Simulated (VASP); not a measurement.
# Sc (P6/mmm) in VASP: further runs

Runs on Sc. Level: r2SCAN. Tasks: single point.

Program: VASP 6.6.1. These are calculated values, not measurements. Logs are shortened: lines on timing, memory, paths and dates and some standing lists are left out, and cuts for length are marked.

## (1) The cell of the first run

The structure is hexagonal, space group P6/mmm (No. 191). Conventional cell: a = 5.228 Å, b = 5.228 Å, c = 3.259 Å, α = 90.00°, β = 90.00°, γ = 120.00°. Within 4.3 Å of Sc (site symmetry 6/mmm) lie 14 Sc at 3.26 to 3.43 Å. Within 4.0 Å of Sc (site symmetry -6m2) lie 11 Sc at 3.02 to 3.43 Å.

This isn't the form of Sc at room conditions, which is hcp.

## (2) Single point, r2SCAN (25.72 Å³/atom)

The input, POSCAR:

```
Sc
1.0
    5.2279493920      0.0000000000      0.0000000000
   -2.6139746960      4.5275369832      0.0000000000
    0.0000000000      0.0000000000      3.2594864866
Sc
3
Direct
    1.0000000000      1.0000000000      0.0000000000
    0.3333333333      0.6666666667      0.5000000000
    0.6666666667      0.3333333333      0.5000000000
```

The input, INCAR.step1:

```
  PREC = Accurate
  ENCUT = 550
  ISMEAR = -1
  SIGMA = 0.1
  LREAL = False
  LASPH = True
  NELM = 120
  NBANDS = 24
  GGA = PE
  ALGO = Normal
  EDIFF = 1E-5
  LWAVE = True
  LCHARG = False
  GGA_COMPAT = False
```

The input, INCAR.step2:

```
  PREC = Accurate
  ENCUT = 550
  EDIFF = 1E-6
  ISMEAR = -1
  SIGMA = 0.1
  LREAL = False
  LASPH = True
  NELM = 120
  ALGO = Normal
  ISIF = 2
  LWAVE = False
  LCHARG = True
  METAGGA = R2SCAN
  LMIXTAU = True
  LELF = True
  LVHAR = True
  NBANDS = 24
  ISTART = 1
  GGA_COMPAT = False
```

The input, KPOINTS:

```
regular mesh
0
Gamma
  8 8 11
```

Potentials or basis: VASP PAW PBE potentials, release 64 (Sc_sv).

Run with:

```bash
$ cat potpaw_PBE.64/Sc_sv/POTCAR > POTCAR
$ cp INCAR.step1 INCAR
$ mpirun -np 1 vasp_std > vasp.out
$ cp INCAR.step2 INCAR
$ mpirun -np 1 vasp_std > vasp.out
```

OUTCAR:

```text
PREC = Accurate
   ENCUT = 550
   EDIFF = 1E-6
   ISMEAR = -1
   LREAL = False
   LASPH = True
   NELM = 120
   ISIF = 2
   METAGGA = R2SCAN
   ISTART = 1

 ion  position               nearest neighbor table
   1  0.000  0.000  0.000-
   2  0.333  0.667  0.500-   3 3.02   3 3.02   3 3.02
   3  0.667  0.333  0.500-   2 3.02   2 3.02   2 3.02

  LATTYP: Found a hexagonal cell.
 ALAT       =     5.2279493920
 C/A-ratio  =     0.6234732286

  Lattice vectors:

 A1 = (   5.2279493920,   0.0000000000,   0.0000000000)
 A2 = (  -2.6139746960,   4.5275369832,   0.0000000000)
 A3 = (   0.0000000000,   0.0000000000,   3.2594864866)

Analysis of symmetry for initial positions (statically):
=====================================================================
 Subroutine PRICEL returns:
 Original cell was already a primitive cell.

 Routine SETGRP: Setting up the symmetry group for a
 hexagonal supercell.

 Subroutine GETGRP returns: Found 24 space group operations
 (whereof 24 operations were pure point group operations)
 out of a pool of 24 trial point group operations.

The static configuration has the point symmetry D_6h.

Analysis of symmetry for dynamics (positions and initial velocities):
=====================================================================
 Subroutine PRICEL returns:
 Original cell was already a primitive cell.

 Routine SETGRP: Setting up the symmetry group for a
 hexagonal supercell.

 Subroutine GETGRP returns: Found 24 space group operations
 (whereof 24 operations were pure point group operations)
 out of a pool of 24 trial point group operations.

The dynamic configuration has the point symmetry D_6h.

 Subroutine INISYM returns: Found 24 space group operations
 (whereof 24 operations are pure point group operations),
 and found     1 'primitive' translations

----------------------------------------------------------------------------------------

                                     Primitive cell

  volume of cell :      77.1512

  direct lattice vectors                    reciprocal lattice vectors
     5.227949392  0.000000000  0.000000000     0.191279587  0.110435321  0.000000000
    -2.613974696  4.527536983  0.000000000     0.000000000  0.220870642  0.000000000
     0.000000000  0.000000000  3.259486487     0.000000000  0.000000000  0.306796793

  length of vectors
     5.227949392  5.227949392  3.259486487     0.220870642  0.220870642  0.306796793

  position of ions in fractional coordinates (direct lattice)
     0.000000000  0.000000000  0.000000000
     0.333333333  0.666666667  0.500000000
     0.666666667  0.333333333  0.500000000

  ion indices of the primitive-cell ions
   primitive index   ion index
                 1           1
                 2           2
                 3           3

----------------------------------------------------------------------------------------

 KPOINTS: regular mesh

Automatic generation of k-mesh.
 Grid dimensions read from file:
 generate k-points for:    8    8   11

 Generating k-lattice:

  Cartesian coordinates                     Fractional coordinates (reciprocal lattice)
     0.023909948  0.013804415  0.000000000     0.125000000  0.000000000  0.000000000
     0.000000000  0.027608830  0.000000000     0.000000000  0.125000000  0.000000000
     0.000000000  0.000000000  0.027890618     0.000000000  0.000000000  0.090909091

  Length of vectors
     0.027608830  0.027608830  0.027890618

  Shift w.r.t. Gamma in fractional coordinates (k-lattice)
     0.000000000  0.000000000  0.000000000

 Subroutine IBZKPT returns following result:
 ===========================================

 Found     60 irreducible k-points:

 Following reciprocal coordinates:
            Coordinates               Weight
  0.000000  0.000000  0.000000      1.000000
  0.125000 -0.000000  0.000000      6.000000
  0.250000 -0.000000  0.000000      6.000000
  0.375000 -0.000000  0.000000      6.000000
  0.500000 -0.000000  0.000000      3.000000
  0.125000  0.125000  0.000000      6.000000
[... 16 lines left out ...]
  0.250000 -0.000000  0.181818     12.000000
  0.375000 -0.000000  0.181818     12.000000
 [... further k-points ...]
   k-points           NKPTS =     60   k-points in BZ     NKDIM =     60   number of bands    NBANDS=     24
   number of dos      NEDOS =    301   number of ions     NIONS =      3
   total plane-waves  NPLWV =  44800
   dimension x,y,z NGX =    40 NGY =   40 NGZ =   28
   dimension x,y,z NGXF=    80 NGYF=   80 NGZF=   56
   ions per type =               3
   NGX,Y,Z   is equivalent  to a cutoff of  12.72, 12.72, 14.28 a.u.
   NGXF,Y,Z  is equivalent  to a cutoff of  25.44, 25.44, 28.56 a.u.
 SYSTEM =  unknown system
   PREC   = accura    normal or accurate (medium, high low for compatibility)
   ISTART =      1    job   : 0-new  1-cont  2-samecut
   ICHARG =      0    charge: 1-file 2-atom 10-const
   ISPIN  =      1    spin polarized calculation?
   LNONCOLLINEAR =      F non collinear calculations
   LSORBIT =      F    spin-orbit coupling
   LASPH  =      T    aspherical Exc in radial PAW
   ENCUT  =  550.0 eV  40.42 Ry    6.36 a.u.  10.00 10.00  6.23*2*pi/ulx,y,z
   NELM   =    120;   NELMIN=  2; NELMDL=  0     # of ELM steps
   EDIFF  = 0.1E-05   stopping-criterion for ELM
   LREAL  =      F    real-space projection
   EDIFFG = 0.1E-04   stopping-criterion for IOM
   NSW    =      0    number of steps for IOM
   IBRION =     -1    ionic relax: 0-MD 1-quasi-New 2-CG
   NFREE  =      0    steps in history (QN), initial steepest desc. (CG)
   ISIF   =      2    stress and relaxation
   ISYM   =      2    0-nonsym 1-usesym 2-fastsym
   POTIM  = 0.5000    time-step for ionic-motion
   TEBEG  =    0.0;   TEEND  =   0.0 temperature during run
   PSTRESS=    0.0 pullay stress
   NELECT =      33.0000    total number of electrons
   NUPDOWN=      -1.0000    fix difference up-down
   EMIN   =  10.00;   EMAX   =-10.00  energy-range for DOS
   EFERMI =   0.00;   METHOD = LEGACY
   ISMEAR =    -1;   SIGMA  =   0.10  broadening in eV -4-tet -1-fermi 0-gaus
   EFERMI_NEDOS =   21; number of points for ismear=-14 and -15
   IALGO  =     38    algorithm
   IMIX   =      4    mixing-type and parameters
     AMIX     =   0.40;   BMIX     =  1.00
     AMIX_MAG =   1.60;   BMIX_MAG =  1.00
  volume/ion in A,a.u.               =      25.72       173.55
  Fermi-wavevector in a.u.,A,eV,Ry     =   1.233480  2.330938 20.700881  1.521472
  Thomas-Fermi vector in A             =   2.368208
   LORBIT       =      0    0 simple, 1 ext, 2 COOP (PROOUT), +10 PAW based schemes
   METAGGA = R2SCAN    functional components
   LHFCALC =     F    Hartree Fock is set to
   AEXX    =    0.0000 exact exchange contribution
   IVDW    =     0    specifies the selected vdW correction
   LEPSILON=     F    determine dielectric tensor
   LRPA    =     F    only Hartree local field effects (RPA)
 non-spin polarized calculation
  energy-cutoff  :      550.00
  volume of cell :       77.15
 maximum number of plane-waves:      2288
 NGX is ok and might be reduce to    40
   NGX = 19   NGY = 19   NGZ = 13

 number of electron      32.9999999 magnetization

 Free energy of the ion-electron system (eV)
  ---------------------------------------------------
  ext. energy  EPLUGINS =         0.00000000
  ---------------------------------------------------
  free energy    TOTEN  =       -34.01137316 eV

  energy without entropy =      -33.82953411  energy(sigma->0) =      -33.92045364

 E-fermi :   3.4436     XC(G=0): -10.4128

 val. band max:        3.4420390613   @ k =   0.3750   0.1250   0.3636
 cond. band min:       3.4528429281   @ k =   0.1250  -0.0000   0.0000
 fundamental gap:      0.0108038668
 Fermi energy:         3.4436486002

 k-point     1 :       0.0000    0.0000    0.0000
  band No.  band energies     occupation
      1     -48.2247      2.00000
      2     -48.1571      2.00000
      3     -48.1400      2.00000
      4     -25.9881      2.00000
      5     -25.9881      2.00000
      6     -25.8672      2.00000
[... 16 lines left out ...]
     23       5.9368      0.00000
     24       6.0138      0.00000

 k-point     2 :       0.1250   -0.0000    0.0000
  band No.  band energies     occupation
      1     -48.2215      2.00000
      2     -48.1578      2.00000
      3     -48.1425      2.00000
      4     -26.0042      2.00000
      5     -25.9924      2.00000
      6     -25.8483      2.00000
[... 16 lines left out ...]
     23       5.7317      0.00000
     24       5.7410      0.00000

 k-point     3 :       0.2500   -0.0000    0.0000
  band No.  band energies     occupation
      1     -48.2124      2.00000
      2     -48.1602      2.00000
      3     -48.1494      2.00000
      4     -26.0328      2.00000
      5     -25.9865      2.00000
      6     -25.8118      2.00000
[... 16 lines left out ...]
     23       5.6617      0.00000
     24       6.0168      0.00000

 k-point     4 :       0.3750   -0.0000    0.0000
  band No.  band energies     occupation
      1     -48.1996      2.00000
      2     -48.1662      2.00000
      3     -48.1562      2.00000
      4     -26.0547      2.00000
      5     -25.9557      2.00000
      6     -25.8052      2.00000
[... 16 lines left out ...]
     23       5.7576      0.00000
     24       6.4084      0.00000

 k-point     5 :       0.5000   -0.0000    0.0000
  band No.  band energies     occupation
      1     -48.1902      2.00000
      2     -48.1738      2.00000
      3     -48.1580      2.00000
      4     -26.0626      2.00000
      5     -25.9219      2.00000
      6     -25.8504      2.00000
[... 451 lines left out ...]
 k-point    22 :       0.1250   -0.0000    0.1818
  band No.  band energies     occupation
      1     -48.2131      2.00000
      2     -48.1542      2.00000
      3     -48.1369      2.00000
      4     -25.9924      2.00000
      5     -25.9810      2.00000
      6     -25.8477      2.00000
[... 16 lines left out ...]
     23       5.6398      0.00000
     24       5.8037      0.00000

 k-point    23 :       0.2500   -0.0000    0.1818
  band No.  band energies     occupation
      1     -48.2046      2.00000
      2     -48.1559      2.00000
      3     -48.1438      2.00000
      4     -26.0161      2.00000
      5     -25.9742      2.00000
      6     -25.8398      2.00000
[... 16 lines left out ...]
     23       5.6860      0.00000
     24       5.9510      0.00000

 k-point    24 :       0.3750   -0.0000    0.1818
  band No.  band energies     occupation
      1     -48.1927      2.00000
      2     -48.1604      2.00000
      3     -48.1512      2.00000
      4     -26.0350      2.00000
      5     -25.9499      2.00000
      6     -25.8427      2.00000
[... 16 lines left out ...]
     23       5.8118      0.00000
     24       6.2524      0.00000

 [... further k-points ...]
[... 5 lines left out ...]
  --------------------------------------------------------------------------------------
  -------------------------------------------------------------------------------------
  Total       -0.8532920     -0.8532920     -0.9425914      0.0000000      0.0000000      0.0000000
  in kB      -17.7200811    -17.7200811    -19.5745362      0.0000000      0.0000000      0.0000000
  external PRESSURE =     -18.3382328 kB  Pullay stress =       0.0000000 kB

 VOLUME and BASIS-vectors are now :
 -----------------------------------------------------------------------------
  energy-cutoff  :      550.00
  volume of cell :       77.15
      direct lattice vectors                 reciprocal lattice vectors
     5.227949392  0.000000000  0.000000000     0.191279587  0.110435321  0.000000000
    -2.613974696  4.527536983  0.000000000     0.000000000  0.220870642  0.000000000
     0.000000000  0.000000000  3.259486487     0.000000000  0.000000000  0.306796793

 POSITION                                       TOTAL-FORCE (eV/Angst)
 -----------------------------------------------------------------------------------
      0.00000      0.00000      0.00000        -0.000000     -0.000000      0.000000
     -0.00000      3.01836      1.62974        -0.000000     -0.000000     -0.000000
      2.61397      1.50918      1.62974         0.000000      0.000000      0.000000
 -----------------------------------------------------------------------------------
    total drift:                                0.000000      0.000000      0.000000

  FREE ENERGIE OF THE ION-ELECTRON SYSTEM (eV)
  ---------------------------------------------------
  free  energy   TOTEN  =       -34.0113731634 eV

  energy  without entropy=      -33.8295341137  energy(sigma->0) =      -33.92045364
```

It took 17 min on 1 thread of Oxide Virtual Turin-like, shared host; peak memory 0.23 GiB.

Results:

| Item | Value |
| --- | --- |
| Free energy | -34.0114 eV |
| Pressure | -1.8 GPa |
| Band gap on the k mesh | zero (an odd number of electrons rules out a gap without spin polarisation) |

Caveat: the PAW data sets were made with another functional, which shifts forces and pressure a little.

(Part 1 of 2 ends here.)
